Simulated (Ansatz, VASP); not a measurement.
## HfO2: VASP beside Ansatz

```
Hf O
1.0
     0.00000   -2.52207   -2.52207
     0.00000    2.52207   -2.52207
     5.04413    0.00000    0.00000
Hf O
2 4
Direct
  0.00000 0.00000 0.00000
  0.50000 0.50000 0.50000
  0.00000 0.50000 0.66991
  0.50000 0.00000 0.33009
  0.00000 0.50000 0.16991
  0.50000 0.00000 0.83009
```

Change from the starting cell: mode 1 frozen in at -0.404 Å and mode 5 at +0.000 Å (largest displacements).

Alike in both runs: task single point; functional PBEsol; k mesh 6 × 6 × 6; occupations gaussian, width 0.05 eV; no spin polarisation.

|  | VASP | Ansatz |
| --- | --- | --- |
| version | VASP 6.6.1 | Ansatz 0.2.0 |
| potentials or method | VASP PAW PBE potentials, release 64 (Hf_pv, O), cutoff 520 eV | scalar-relativistic, plane waves, PAW |
| valence electrons in the cell | 44 | 76 |

```csv
,VASP,Ansatz,Ansatz less VASP
gap on the k mesh at the Fermi level (eV),4.30,4.33,+0.034
least direct gap on the mesh (eV),4.46,4.50,+0.039
pressure (GPa),13.4,16.6,+3.12
"traceless stress, the component that is largest in VASP (GPa)",6.47,6.19,-0.280
rms of the force components (eV/Å),0.637,0.651,+0.0145
```

VASP's potentials were made for PBE, not for PBEsol, and Ansatz warns of the same on its side. Atom by atom the forces differ by 0.015 eV/Å (rms over components). VASP's potentials hold 44 valence electrons a cell and Ansatz's 76, so a difference there can come from the potentials and not from the codes.

Neither program's run includes spin-orbit coupling.
